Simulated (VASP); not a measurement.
# Al in VASP: single point with r2SCAN

Aim: the single point of Al with r2SCAN.

All numbers are computed with VASP 6.6.1; they aren't measurements. Logs are shortened: lines on timing, memory, paths and dates and some standing lists are left out, and cuts for length are marked.

## Step 1: The cell of the first run

The cell holds a slab with vacuum, 7 atoms: a = 2.823 Å, b = 2.823 Å, c = 26.976 Å, α = 90.00°, β = 90.00°, γ = 90.00°.

## Step 2: Single point, r2SCAN

Contents of POSCAR:

```
Al
1.0
    2.8227746042      0.0000000000      0.0000000000
    0.0000000000      2.8227746042      0.0000000000
    0.0000000000      0.0000000000     26.9760183864
Al
7
Direct
    0.5000000000      0.5000000000      0.2780247215
    0.0000000000      0.0000000000      0.3520164810
    0.5000000000      0.5000000000      0.4260082405
    0.0000000000      0.0000000000      0.5000000000
    0.5000000000      0.5000000000      0.5739917595
    0.0000000000      0.0000000000      0.6479835190
    0.5000000000      0.5000000000      0.7219752785
```

Contents of INCAR.step1:

```
PREC = Accurate ; ENCUT = 520
ISMEAR = 0 ; SIGMA = 0.1
LREAL = F ; LASPH = T
NELM = 100 ; LDIPOL = T
IDIPOL = 3 ; DIPOL = 0.5 0.5 0.500
NBANDS = 20 ; GGA = PE
ALGO = Normal ; EDIFF = 1E-4
LWAVE = T ; LCHARG = F
```

Contents of INCAR.step2:

```
PREC = Accurate ; ENCUT = 520
EDIFF = 1E-6 ; ISMEAR = 0
SIGMA = 0.1 ; LREAL = F
LASPH = T ; NELM = 100
ALGO = Normal ; ISIF = 2
LWAVE = F ; LCHARG = F
LDIPOL = T ; IDIPOL = 3
DIPOL = 0.5 0.5 0.500 ; METAGGA = R2SCAN
LMIXTAU = T ; NBANDS = 20
ISTART = 1
```

Contents of KPOINTS:

```
Automatic mesh
0
Gamma
  12 12 1
```

Potentials or basis: VASP PAW PBE potentials, release 64 (Al).

The run is started by

```bash
cat potpaw_PBE.64/Al/POTCAR > POTCAR
cp INCAR.step1 INCAR
mpirun -np 1 vasp_std > vasp.out
cp INCAR.step2 INCAR
mpirun -np 1 vasp_std > vasp.out
```

OUTCAR:

```text
PREC = Accurate
   ENCUT = 520
   EDIFF = 1E-6
   ISMEAR = 0
   LREAL = F
   LASPH = T
   NELM = 100
   ISIF = 2
   METAGGA = R2SCAN
   ISTART = 1

 ion  position               nearest neighbor table
   1  0.500  0.500  0.278-   2 2.82   2 2.82   2 2.82   2 2.82
   2  0.000  0.000  0.352-   1 2.82   1 2.82   1 2.82   1 2.82   3 2.82   3 2.82   3 2.82   3 2.82

   3  0.500  0.500  0.426-   4 2.82   4 2.82   4 2.82   4 2.82   2 2.82   2 2.82   2 2.82   2 2.82

   4  0.000  0.000  0.500-   3 2.82   5 2.82   3 2.82   5 2.82   3 2.82   5 2.82   3 2.82   5 2.82

   5  0.500  0.500  0.574-   4 2.82   4 2.82   4 2.82   4 2.82   6 2.82   6 2.82   6 2.82   6 2.82

   6  0.000  0.000  0.648-   7 2.82   7 2.82   7 2.82   7 2.82   5 2.82   5 2.82   5 2.82   5 2.82

   7  0.500  0.500  0.722-   6 2.82   6 2.82   6 2.82   6 2.82

  LATTYP: Found a simple tetragonal cell.
 ALAT       =     2.8227746042
 C/A-ratio  =     9.5565612452

  Lattice vectors:

 A1 = (   2.8227746042,   0.0000000000,   0.0000000000)
 A2 = (   0.0000000000,   2.8227746042,   0.0000000000)
 A3 = (   0.0000000000,   0.0000000000,  26.9760183864)

Analysis of symmetry for initial positions (statically):
=====================================================================
 Subroutine PRICEL returns:
 Original cell was already a primitive cell.

 Routine SETGRP: Setting up the symmetry group for a
 simple tetragonal supercell.

 Subroutine GETGRP returns: Found 16 space group operations
 (whereof 16 operations were pure point group operations)
 out of a pool of 16 trial point group operations.

The static configuration has the point symmetry D_4h.

Analysis of symmetry for dynamics (positions and initial velocities):
=====================================================================
 Subroutine PRICEL returns:
 Original cell was already a primitive cell.

 Routine SETGRP: Setting up the symmetry group for a
 simple tetragonal supercell.

 Subroutine GETGRP returns: Found 16 space group operations
 (whereof 16 operations were pure point group operations)
 out of a pool of 16 trial point group operations.

The dynamic configuration has the point symmetry D_4h.

 Subroutine INISYM returns: Found 16 space group operations
 (whereof 16 operations are pure point group operations),
 and found     1 'primitive' translations

[... 110 lines left out ...]
   ISIF   =      2    stress and relaxation
   ISYM   =      2    0-nonsym 1-usesym 2-fastsym
   POTIM  = 0.5000    time-step for ionic-motion
   TEBEG  =    0.0;   TEEND  =   0.0 temperature during run
   PSTRESS=    0.0 pullay stress
   NELECT =      21.0000    total number of electrons
   NUPDOWN=      -1.0000    fix difference up-down
   EMIN   =  10.00;   EMAX   =-10.00  energy-range for DOS
   EFERMI =   0.00;   METHOD = LEGACY
   ISMEAR =     0;   SIGMA  =   0.10  broadening in eV -4-tet -1-fermi 0-gaus
   EFERMI_NEDOS =   21; number of points for ismear=-14 and -15
   IALGO  =     38    algorithm
   IMIX   =      4    mixing-type and parameters
     AMIX     =   0.40;   BMIX     =  1.00
     AMIX_MAG =   1.60;   BMIX_MAG =  1.00
  volume/ion in A,a.u.               =      30.71       207.22
  Fermi-wavevector in a.u.,A,eV,Ry     =   0.754000  1.424853  7.735124  0.568516
  Thomas-Fermi vector in A             =   1.851567
   LORBIT       =      0    0 simple, 1 ext, 2 COOP (PROOUT), +10 PAW based schemes
   METAGGA = R2SCAN    functional components
   LHFCALC =     F    Hartree Fock is set to
   AEXX    =    0.0000 exact exchange contribution
   IVDW    =     0    specifies the selected vdW correction
   LEPSILON=     F    determine dielectric tensor
   LRPA    =     F    only Hartree local field effects (RPA)
 non-spin polarized calculation
 Gauss-broadening in eV      SIGMA  =   0.10
  energy-cutoff  :      520.00
  volume of cell :      214.95
 maximum number of plane-waves:      5869
 NGX is ok and might be reduce to    24
   NGX = 11   NGY = 11   NGZ =101

 number of electron      21.0000000 magnetization

 dipolmoment           0.000000      0.000000     -0.000000 electrons x Angstroem

 Free energy of the ion-electron system (eV)
  ---------------------------------------------------
  ext. energy  EPLUGINS =         0.00000000
  ---------------------------------------------------
  free energy    TOTEN  =       -46.12635334 eV

  energy without entropy =      -46.11058381  energy(sigma->0) =      -46.11846857

 E-fermi :   2.3181     XC(G=0):  -6.3626

 val. band max:        2.3173422814   @ k =   0.5000   0.4167   0.0000
 cond. band min:       2.3345327852   @ k =   0.5000   0.2500   0.0000
 fundamental gap:      0.0171905038
 Fermi energy:         2.3180721812

 k-point     1 :       0.0000    0.0000    0.0000
  band No.  band energies     occupation
      1      -9.6108      2.00000
      2      -9.0590      2.00000
      3      -8.1871      2.00000
      4      -6.9519      2.00000
      5      -5.4381      2.00000
      6      -3.6525      2.00000
[... 541 lines left out ...]
     19       5.3028      0.00000
     20       5.9717      0.00000

 [... further k-points ...]

------------------------ aborting loop because EDIFF is reached ----------------------------------------

 vacuum level on the upper side and lower side of the slab       (xc-potential included)         0.071         0.071

  FORCE on cell =-STRESS in cart. coord.  units (eV):
  Direction    XX          YY          ZZ          XY          YZ          ZX
  --------------------------------------------------------------------------------------
  -------------------------------------------------------------------------------------
  Total       -1.6239277     -1.6239277      0.2731826      0.0000000     -0.0000000      0.0000000
  in kB      -12.1045049    -12.1045049      2.0362605      0.0000000     -0.0000000      0.0000000
  external PRESSURE =      -7.3909165 kB  Pullay stress =       0.0000000 kB

 VOLUME and BASIS-vectors are now :
 -----------------------------------------------------------------------------
  energy-cutoff  :      520.00
  volume of cell :      214.95
      direct lattice vectors                 reciprocal lattice vectors
     2.822774604  0.000000000  0.000000000     0.354261371  0.000000000  0.000000000
     0.000000000  2.822774604  0.000000000     0.000000000  0.354261371  0.000000000
     0.000000000  0.000000000 26.976018386     0.000000000  0.000000000  0.037069963

 POSITION                                       TOTAL-FORCE (eV/Angst)
 -----------------------------------------------------------------------------------
      1.41139      1.41139      7.50000         0.000000      0.000000     -0.102590
      0.00000      0.00000      9.49600        -0.000000      0.000000      0.139748
      1.41139      1.41139     11.49201        -0.000000     -0.000000     -0.042635
      0.00000      0.00000     13.48801         0.000000      0.000000     -0.000000
      1.41139      1.41139     15.48401         0.000000     -0.000000      0.042635
      0.00000      0.00000     17.48002         0.000000     -0.000000     -0.139748
      1.41139      1.41139     19.47602         0.000000      0.000000      0.102590
 -----------------------------------------------------------------------------------
    total drift:                                0.000000     -0.000000      0.000000

  FREE ENERGIE OF THE ION-ELECTRON SYSTEM (eV)
  ---------------------------------------------------
  free  energy   TOTEN  =       -46.1263533432 eV

  energy  without entropy=      -46.1105838065  energy(sigma->0) =      -46.11846857

 vacuum level on the upper side and lower side of the slab         6.825         6.825
```

Run time: 13 min. Hardware: 1 thread of Intel Xeon 8259CL, shared host; peak memory 0.41 GiB.

What came out:

| Quantity | Value |
| --- | --- |
| Free energy | -46.1264 eV |
| Largest force | 0.140 eV/Å |
| Band gap on the k mesh | zero (an odd number of electrons rules out a gap without spin polarisation) |

Forces on the atoms (eV/Å):
```
Al   0.000  0.000 -0.103
Al   0.000  0.000  0.140
Al   0.000  0.000 -0.043
Al   0.000  0.000  0.000
Al   0.000  0.000  0.043
Al   0.000  0.000 -0.140
Al   0.000  0.000  0.103
```

Caveat: the PAW data sets were made with another functional, which shifts forces and pressure a little.
